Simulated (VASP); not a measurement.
A run of VASP 6.6.1 is set up as follows.

File POSCAR:

```
NaH
1.0
    0.0000000000      2.2970346157      2.2970346157
    2.2970346157      0.0000000000      2.2970346157
    2.2970346157      2.2970346157      0.0000000000
Na H
1 1
Direct
    0.0000000000      0.0000000000      0.0000000000
    0.5000000000      0.5000000000      0.5000000000
```

Contents of INCAR.step1:

```
SYSTEM = NaH
  ALGO = Normal
  EDIFF = 1E-4
  ENCUT = 520
  GGA = PE
  ISMEAR = -1
  LASPH = .TRUE.
  LCHARG = .FALSE.
  LREAL = .FALSE.
  LWAVE = .TRUE.
  NBANDS = 11
  NELM = 60
  PREC = Accurate
  SIGMA = 0.2
```

The input INCAR.step2:

```
SYSTEM = NaH
  ALGO = Normal
  EDIFF = 1E-6
  ENCUT = 520
  ISIF = 2
  ISMEAR = -1
  ISTART = 1
  LASPH = .TRUE.
  LCHARG = .TRUE.
  LELF = .TRUE.
  LMIXTAU = .TRUE.
  LREAL = .FALSE.
  LVHAR = .TRUE.
  LWAVE = .FALSE.
  METAGGA = R2SCAN
  NBANDS = 11
  NELM = 60
  PREC = Accurate
  SIGMA = 0.2
```

KPOINTS

```
k-points
0
G
  10 10 10
  0 0 0
```

Potentials or basis: VASP PAW PBE potentials, release 64 (Na_pv, H).

Launch:

```bash
$ cat potpaw_PBE.64/Na_pv/POTCAR potpaw_PBE.64/H/POTCAR > POTCAR
$ cp INCAR.step1 INCAR
$ mpirun -np 1 vasp_std > vasp.out
$ cp INCAR.step2 INCAR
$ mpirun -np 1 vasp_std > vasp.out
```

Predict the pressure.

3.5 GPa.

Predict the band gap on the k mesh.

4.67 eV, indirect (least direct gap 5.55 eV).

Caveat: the PAW data sets were made with another functional, which shifts forces and pressure a little. A k mesh can miss the band edges.
